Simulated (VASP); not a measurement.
# WAu (P1) in VASP: notebook, part 2 of 2

VASP 6.6.1. The steps go on from the part before.

### 3 Single point, PBE

INCAR reads:

```
  ALGO = Fast
  EDIFF = 1E-6
  ENCUT = 520
  GGA = PE
  ISIF = 2
  ISMEAR = 0
  LASPH = True
  LCHARG = False
  LREAL = False
  LWAVE = False
  NBANDS = 20
  NELM = 100
  PREC = Accurate
  SIGMA = 0.05
```

KPOINTS reads:

```
k-points
0
Gamma
  8 8 8
```

POSCAR reads:

```
WAu
1.0
    0.0000000000      2.7479792600      2.7479792600
    2.7479792600      0.0000000000      2.7479792600
    2.7479792600      2.7479792600      0.0000000000
W Au
1 1
Direct
    0.0038740000     -0.0029770000     -0.0070910000
    0.7383630000      0.7513000000      0.7580640000
```

Potentials or basis: VASP PAW PBE potentials, release 64 (W_sv, Au).

Started as:

```
$ cat potpaw_PBE.64/W_sv/POTCAR potpaw_PBE.64/Au/POTCAR > POTCAR
$ mpirun -np 1 vasp_std > vasp.out
```

It took 2.2 min on 1 thread of AMD EPYC 9R45 (Zen 5), shared host; peak memory 0.3 GiB.

Results (log left out):

```yaml
Free_energy: -11.5942 eV
Pressure: 33.5 GPa
Largest_force: 1.373 eV/Å
```

Forces in eV/Å, atoms in the order of the input:
```
W    1.183 -0.115 -0.688
Au  -1.183  0.115  0.688
```

Stress tensor (GPa, compression positive):
```
33.29 -3.82 -0.46
-3.82 33.69  6.58
-0.46  6.58 33.56
```

Levels at points of the mesh, in eV from the Fermi level:
```csv
k point,band 11,band 12,band 13,band 14,band 15,band 16
"(0.00, 0.00, 0.00)",-0.92,-0.85,-0.77,2.11,2.14,9.19
"(0.50, 0.00, 0.00)",-2.21,-0.28,-0.13,1.97,2.00,2.79
"(0.00, 0.50, 0.00)",-2.19,-0.33,-0.09,1.75,1.83,2.59
"(0.00, 0.00, 0.50)",-2.18,-0.29,-0.15,1.65,1.71,2.47
"(0.50, 0.50, 0.50)",-2.20,-0.32,-0.09,1.84,1.90,2.68
"(0.50, 0.50, 0.00)",-3.18,0.41,1.46,1.98,2.04,3.54
"(0.00, 0.50, 0.50)",-3.17,0.41,1.47,1.94,2.03,3.60
"(0.50, 0.00, 0.50)",-3.18,0.41,1.46,2.01,2.03,3.52
```

Caveat: spin-orbit coupling is left out, which moves the levels of the heavy elements; forces of over 1 eV/Å act on the atoms, so gaps and moduli don't describe the material at rest.

### 4 Single point, LDA

INCAR reads:

```
SYSTEM = WAu
ALGO = Fast ; EDIFF = 1E-6
ENCUT = 520 ; ISIF = 2
ISMEAR = 0 ; LASPH = .True.
LCHARG = .True. ; LELF = .True.
LREAL = .False. ; LVHAR = .True.
LWAVE = .False. ; NBANDS = 20
NELM = 80 ; PREC = Accurate
SIGMA = 0.05
```

KPOINTS reads:

```
k-points
0
Gamma
  8 8 8
  0 0 0
```

POSCAR is that of step 3.

Potentials or basis: VASP PAW LDA potentials, release 64 (W_sv, Au).

Started as:

```
$ cat potpaw_LDA.64/W_sv/POTCAR potpaw_LDA.64/Au/POTCAR > POTCAR
$ mpirun -np 1 vasp_std > vasp.out
```

OUTCAR:

```text
SYSTEM = WAu
   EDIFF = 1E-6
   ENCUT = 520
   ISIF = 2
   ISMEAR = 0
   LASPH = .True.
   LREAL = .False.
   NELM = 80
   PREC = Accurate

 ion  position               nearest neighbor table
   1  0.004  0.997  0.993-   2 2.33   2 2.37   2 2.39   2 2.43
   2  0.738  0.751  0.758-   1 2.33   1 2.37   1 2.39   1 2.43

  LATTYP: Found a face centered cubic cell.
 ALAT       =     5.4959585200

  Lattice vectors:

 A1 = (   0.0000000000,   2.7479792600,   2.7479792600)
[... 740 lines left out ...]
------------------------ aborting loop because EDIFF is reached ----------------------------------------

  FORCE on cell =-STRESS in cart. coord.  units (eV):
  Direction    XX          YY          ZZ          XY          YZ          ZX
  --------------------------------------------------------------------------------------
  -------------------------------------------------------------------------------------
  Total        6.1757607      6.2714409      6.2421727     -0.9214217      1.5875756     -0.1153866
  in kB      238.4134187    242.1071256    240.9772356    -35.5712143     61.2878863     -4.4544642
  external PRESSURE =     240.4992599 kB  Pullay stress =       0.0000000 kB

 VOLUME and BASIS-vectors are now :
 -----------------------------------------------------------------------------
  energy-cutoff  :      520.00
  volume of cell :       41.50
      direct lattice vectors                 reciprocal lattice vectors
     0.000000000  2.747979260  2.747979260    -0.181951883  0.181951883  0.181951883
     2.747979260  0.000000000  2.747979260     0.181951883 -0.181951883  0.181951883
     2.747979260  2.747979260  0.000000000     0.181951883  0.181951883 -0.181951883

 POSITION                                       TOTAL-FORCE (eV/Angst)
 -----------------------------------------------------------------------------------
      5.46829      2.73914      2.75044         1.147081     -0.110440     -0.667032
      4.14770      4.11215      4.09356        -1.147081      0.110440      0.667032
 -----------------------------------------------------------------------------------
    total drift:                               -0.000158      0.000023      0.000148

  FREE ENERGIE OF THE ION-ELECTRON SYSTEM (eV)
  ---------------------------------------------------
  free  energy   TOTEN  =       -14.1074241603 eV

  energy  without entropy=      -14.1045844730  energy(sigma->0) =      -14.10600432
```

OSZICAR:

```text
N       E                     dE             d eps       ncg     rms          rms(c)
DAV:   1     0.196153960306E+03    0.19615E+03   -0.12696E+04 10400   0.127E+03
DAV:   2    -0.958623342367E+01   -0.20574E+03   -0.19936E+03 11432   0.355E+02
DAV:   3    -0.155010268175E+02   -0.59148E+01   -0.58417E+01 11764   0.593E+01
DAV:   4    -0.155561311333E+02   -0.55104E-01   -0.55081E-01 11496   0.598E+00
DAV:   5    -0.155570405902E+02   -0.90946E-03   -0.90945E-03 11868   0.768E-01    0.204E+01
RMM:   6    -0.143484067950E+02    0.12086E+01   -0.27361E+00 10697   0.974E+00    0.103E+01
RMM:   7    -0.141590303387E+02    0.18938E+00   -0.45527E-01 11316   0.455E+00    0.324E+00
RMM:   8    -0.141142339998E+02    0.44796E-01   -0.93115E-02 12481   0.213E+00    0.123E+00
RMM:   9    -0.141073944534E+02    0.68395E-02   -0.17390E-02 11582   0.997E-01    0.212E-01
RMM:  10    -0.141073612360E+02    0.33217E-04   -0.32931E-03 12587   0.415E-01    0.142E-01
RMM:  11    -0.141074092989E+02   -0.48063E-04   -0.96806E-04 13810   0.210E-01    0.337E-02
RMM:  12    -0.141074228924E+02   -0.13593E-04   -0.17476E-04 14182   0.969E-02    0.176E-02
RMM:  13    -0.141074236626E+02   -0.77019E-06   -0.20509E-05 12086   0.330E-02    0.463E-03
RMM:  14    -0.141074241603E+02   -0.49778E-06   -0.53344E-06  8732   0.154E-02
   1 F= -.14107424E+02 E0= -.14106004E+02  d E =-.283969E-02
```

stdout:

```text
POSCAR found type information on POSCAR W Au
 POSCAR found :  2 types and       2 ions
 scaLAPACK will be used
 LDA part: xc-table for (Slater(with rela. corr.)+CA(PZ))
 , standard interpolation
 POSCAR, INCAR and KPOINTS ok, starting setup
 FFT: planning ... GRIDC
 FFT: planning ... GRID_SOFT
 FFT: planning ... GRID
 WAVECAR not read
 entering main loop
```

Wall time 2.2 min (1 thread of AMD EPYC 9R45 (Zen 5), shared host); peak memory 0.29 GiB.

What came out:

| Property | Result |
| --- | --- |
| Free energy | -14.1074 eV |
| Pressure | 24.0 GPa |
| Largest force | 1.332 eV/Å |

Forces in eV/Å, atoms in the order of the input:
```
W    1.147 -0.110 -0.667
Au  -1.147  0.110  0.667
```

Caveat: spin-orbit coupling is left out, which moves the levels of the heavy elements; forces of over 1 eV/Å act on the atoms, so gaps and moduli don't describe the material at rest.

### 5 Overview

```tsv
level	potentials or basis	k mesh	smearing	gap on the mesh (eV)	pressure (GPa)	largest force (eV/Å)
PBE	VASP PAW PBE potentials, release 64 (W_sv, Au)	6 × 6 × 6	methfessel-paxton 0.05 eV	none	33.6	1.37
PBE	VASP PAW PBE potentials, release 64 (W_sv, Au)	8 × 8 × 8	gaussian 0.05 eV	none	33.5	1.37
LDA	VASP PAW LDA potentials, release 64 (W_sv, Au)	8 × 8 × 8	gaussian 0.05 eV	none	24.0	1.33
```

Alike in all rows: task single point; no spin polarisation; cell as given; cutoff (eV) 520.

Caveats: spin-orbit coupling is left out, which moves the levels of the heavy elements; forces of over 1 eV/Å act on the atoms, so gaps and moduli don't describe the material at rest.

Absolute energies hang on the potentials; compare differences alone.
